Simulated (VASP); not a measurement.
# TePb (P6_3/mmc) in VASP: settings compared, part 2 of 2

VASP 6.6.1. The steps go on from the part before.

### Step 6. Relaxation of cell and atoms, PBE

This run uses another cell than the first one, of 27.16 Å³/atom.

Contents of INCAR:

```
  PREC = Accurate
  ENCUT = 600
  EDIFF = 1E-6
  ISMEAR = -1
  SIGMA = 0.02
  LREAL = F
  LASPH = T
  NELM = 80
  ALGO = Normal
  ISIF = 3
  LWAVE = F
  LCHARG = F
  GGA = PE
  IBRION = 2
  NSW = 80
  EDIFFG = -0.005
```

Contents of KPOINTS:

```
regular mesh
0
Gamma
  6 6 4
```

Contents of POSCAR:

```
TePb
1.0
    4.2534779100      0.0000000000      0.0000000000
   -2.1267389550      3.6836199245      0.0000000000
    0.0000000000      0.0000000000      6.9331689933
Pb Te
2 2
Direct
    0.0000000000      0.0000000000      0.0000000000
    0.0000000000      0.0000000000      0.5000000000
    0.3333333333      0.6666666667      0.2500000000
    0.6666666667      0.3333333333      0.7500000000
```

Potentials or basis: VASP PAW PBE potentials, release 64 (Pb_d, Te).

Started as:

```sh
$ cat potpaw_PBE.64/Pb_d/POTCAR potpaw_PBE.64/Te/POTCAR > POTCAR
$ mpirun -np 1 vasp_std > vasp.out
```

OUTCAR:

```text
PREC = Accurate
   ENCUT = 600
   EDIFF = 1E-6
   ISMEAR = -1
   LREAL = F
   LASPH = T
   NELM = 80
   ISIF = 3
   GGA = PE
   IBRION = 2
   NSW = 80
   EDIFFG = -0.005

 ion  position               nearest neighbor table
   1  0.000  0.000  0.000-   3 3.01   4 3.01   4 3.01   3 3.01   4 3.01   3 3.01   2 3.47   2 3.47

   2  0.000  0.000  0.500-   3 3.01   4 3.01   4 3.01   3 3.01   4 3.01   3 3.01   1 3.47   1 3.47

   3  0.333  0.667  0.250-   1 3.01   2 3.01   1 3.01   2 3.01   1 3.01   2 3.01
   4  0.667  0.333  0.750-   1 3.01   2 3.01   1 3.01   2 3.01   1 3.01   2 3.01

  LATTYP: Found a hexagonal cell.
 ALAT       =     4.2534779100
 C/A-ratio  =     1.6300000000

  Lattice vectors:

 A1 = (   4.2534779100,   0.0000000000,   0.0000000000)
 A2 = (  -2.1267389550,   3.6836199245,   0.0000000000)
 A3 = (   0.0000000000,   0.0000000000,   6.9331689933)

Analysis of symmetry for initial positions (statically):
=====================================================================
 Subroutine PRICEL returns:
 Original cell was already a primitive cell.

 Routine SETGRP: Setting up the symmetry group for a
 hexagonal supercell.

 Subroutine GETGRP returns: Found 24 space group operations
 (whereof 12 operations were pure point group operations)
 out of a pool of 24 trial point group operations.

The static configuration has the point symmetry D_3d.
 The point group associated with its full space group is D_6h.

Analysis of symmetry for dynamics (positions and initial velocities):
=====================================================================
 Subroutine PRICEL returns:
 Original cell was already a primitive cell.

 Routine SETGRP: Setting up the symmetry group for a
 hexagonal supercell.

 Subroutine GETGRP returns: Found 24 space group operations
 (whereof 12 operations were pure point group operations)
 out of a pool of 24 trial point group operations.

The dynamic configuration has the point symmetry D_3d.
 The point group associated with its full space group is D_6h.

 Subroutine INISYM returns: Found 24 space group operations
 (whereof 12 operations are pure point group operations),
[... 101 lines left out ...]
   NFREE  =      1    steps in history (QN), initial steepest desc. (CG)
   ISIF   =      3    stress and relaxation
   ISYM   =      2    0-nonsym 1-usesym 2-fastsym
   POTIM  = 0.5000    time-step for ionic-motion
   TEBEG  =    0.0;   TEEND  =   0.0 temperature during run
   PSTRESS=    0.0 pullay stress
   NELECT =      40.0000    total number of electrons
   NUPDOWN=      -1.0000    fix difference up-down
   EMIN   =  10.00;   EMAX   =-10.00  energy-range for DOS
   EFERMI =   0.00;   METHOD = LEGACY
   ISMEAR =    -1;   SIGMA  =   0.02  broadening in eV -4-tet -1-fermi 0-gaus
   EFERMI_NEDOS =   21; number of points for ismear=-14 and -15
   IALGO  =     38    algorithm
   IMIX   =      4    mixing-type and parameters
     AMIX     =   0.40;   BMIX     =  1.00
     AMIX_MAG =   1.60;   BMIX_MAG =  1.00
  volume/ion in A,a.u.               =      27.16       183.27
  Fermi-wavevector in a.u.,A,eV,Ry     =   1.173396  2.217397 18.733290  1.376858
  Thomas-Fermi vector in A             =   2.309810
   LORBIT       =      0    0 simple, 1 ext, 2 COOP (PROOUT), +10 PAW based schemes
   GGA     = PE    functional components
   LHFCALC =     F    Hartree Fock is set to
   AEXX    =    0.0000 exact exchange contribution
   IVDW    =     0    specifies the selected vdW correction
   LEPSILON=     F    determine dielectric tensor
   LRPA    =     F    only Hartree local field effects (RPA)
 conjugate gradient relaxation of ions
 non-spin polarized calculation
  energy-cutoff  :      600.00
  volume of cell :      108.63
 maximum number of plane-waves:      3669
 NGX is ok and might be reduce to    36
   NGX = 17   NGY = 17   NGZ = 27

--------------------------------------- Ionic step        1  -------------------------------------------

 number of electron      39.9999997 magnetization

 Free energy of the ion-electron system (eV)
  ---------------------------------------------------
  ext. energy  EPLUGINS =         0.00000000
  ---------------------------------------------------
  free energy    TOTEN  =       -13.10158072 eV

  energy without entropy =      -13.10098116  energy(sigma->0) =      -13.10128094

 E-fermi :   8.8791     XC(G=0): -10.2978

 val. band max:        8.8641956626   @ k =   0.5000   0.0000   0.0000
 cond. band min:       9.0348506349   @ k =   0.3333  -0.0000   0.0000
 fundamental gap:      0.1706549722
 Fermi energy:         8.8790855598
[... 1246 lines left out ...]
  FREE ENERGIE OF THE ION-ELECTRON SYSTEM (eV)
  ---------------------------------------------------
  free  energy   TOTEN  =       -14.8855582321 eV

  energy  without entropy=      -14.8851686987  energy(sigma->0) =      -14.88536347

[... ionic steps 4 to 7 ...]

--------------------------------------- Ionic step        8  -------------------------------------------

 number of electron      40.0000008 magnetization

------------------------ aborting loop because EDIFF is reached ----------------------------------------
[... 71 lines left out ...]
--------------------------------------- Ionic step       10  -------------------------------------------

 number of electron      40.0000008 magnetization

 Free energy of the ion-electron system (eV)
  ---------------------------------------------------
  ext. energy  EPLUGINS =         0.00000000
  ---------------------------------------------------
  free energy    TOTEN  =       -14.90060017 eV

  energy without entropy =      -14.90034625  energy(sigma->0) =      -14.90047321

 E-fermi :   5.4529     XC(G=0):  -8.9969

 val. band max:        5.4006680737   @ k =   0.3333   0.3333   0.0000
 cond. band min:       5.4900455046   @ k =   0.0000   0.0000   0.0000
 fundamental gap:      0.0893774309
 Fermi energy:         5.4528785542
[... 596 lines left out ...]
  FREE ENERGIE OF THE ION-ELECTRON SYSTEM (eV)
  ---------------------------------------------------
  free  energy   TOTEN  =       -14.9006001661 eV

  energy  without entropy=      -14.9003462545  energy(sigma->0) =      -14.90047321

 reached required accuracy - stopping structural energy minimisation
```

It took 11 min on 1 thread of Intel Xeon 8259CL, shared host; peak memory 0.31 GiB.

What came out:

| Item | Value |
| --- | --- |
| Free energy | -14.9006 eV |
| Relaxed volume | 35.97 Å³/atom |
| Relaxed cell | a = 4.569 Å, b = 4.569 Å, c = 7.959 Å, α = 90.00°, β = 90.00°, γ = 120.00° |
| Space group after relaxing (to 0.1 Å) | P6_3/mmc (No. 194) |
| Energy gained by relaxing | 449.8 meV/atom |
| Ionic steps | 10 |
| Pressure after relaxing | 0.0 GPa |
| Band gap on the k mesh | 0.09 eV (least direct gap 0.22 eV) |

The path:
```tsv
step	energy change (eV)	largest force (eV/Å)	pressure (GPa)	volume (Å³)
1	0.0000	0.0000	20.38	108.63
2	-1.3305	0.0000	-4.46	172.42
3	-1.7840	0.0000	0.08	144.30
4	-1.7840	0.0000	-0.14	145.08
5	-1.7909	0.0000	-0.15	144.90
6	-1.7988	0.0000	-0.12	144.38
7	-1.7989	0.0000	-0.12	144.31
8	-1.7989	0.0000	-0.11	144.30
9	-1.7989	0.0000	0.09	143.54
10	-1.7990	0.0000	0.00	143.89
```

Final structure:
```
Pb Te
1.0
     4.56893    0.00000    0.00000
    -2.28446    3.95681    0.00000
     0.00000    0.00000    7.95906
Pb Te
2 2
Direct
  0.00000 0.00000 0.00000
  0.00000 0.00000 0.50000
  0.33333 0.66667 0.25000
  0.66667 0.33333 0.75000
```

Caveat: the volume moved by over 15 % at a fixed basis, so the end points are rough; spin-orbit coupling is left out, which moves the levels of the heavy elements. A k mesh can miss the band edges.

### Step 7. The runs side by side

| task | level | potentials or basis | cell | cutoff (eV) | gap on the mesh (eV) | pressure (GPa) |
| --- | --- | --- | --- | --- | --- | --- |
| single point | PBE | VASP PAW PBE potentials, release 64 (Pb_d, Te) | a = 4.544, b = 4.544, c = 7.926 Å, angles 90.0, 90.0, 120.0°, 4 atoms | 520 | 0.07 | 0.6 |
| single point | LDA | VASP PAW LDA potentials, release 64 (Pb_d, Te) | a = 4.544, b = 4.544, c = 7.926 Å, angles 90.0, 90.0, 120.0°, 4 atoms | 520 | none | -2.9 |
| single point | PBE | VASP PAW PBE potentials, release 64 (Pb_d, Te) | a = 4.571, b = 4.571, c = 7.958 Å, angles 90.0, 90.0, 120.0°, 4 atoms | 520 | 0.09 | 0.0 |
| single point | r2SCAN | VASP PAW PBE potentials, release 64 (Pb_d, Te) | a = 4.544, b = 4.544, c = 7.926 Å, angles 90.0, 90.0, 120.0°, 4 atoms | 520 | 0.38 | 0.0 |
| relaxation of cell and atoms | PBE | VASP PAW PBE potentials, release 64 (Pb_d, Te) | relaxed from a = 4.253, b = 4.253, c = 6.933 Å, angles 90.0, 90.0, 120.0°, 4 atoms | 600 | 0.09 | 0.0 |

Alike in all rows: no spin polarisation; k mesh 6 × 6 × 4; smearing fermi-dirac 0.02 eV.

Caveats: spin-orbit coupling is left out, which moves the levels of the heavy elements; semilocal functionals underestimate gaps, so a narrow gap can read as zero (at least some runs); the PAW data sets were made with another functional, which shifts forces and pressure a little (at least some runs); the volume moved by over 15 % at a fixed basis, so the end points are rough (at least some runs).

Total energies depend on the potentials used, so only differences within one code and one set of settings carry meaning.
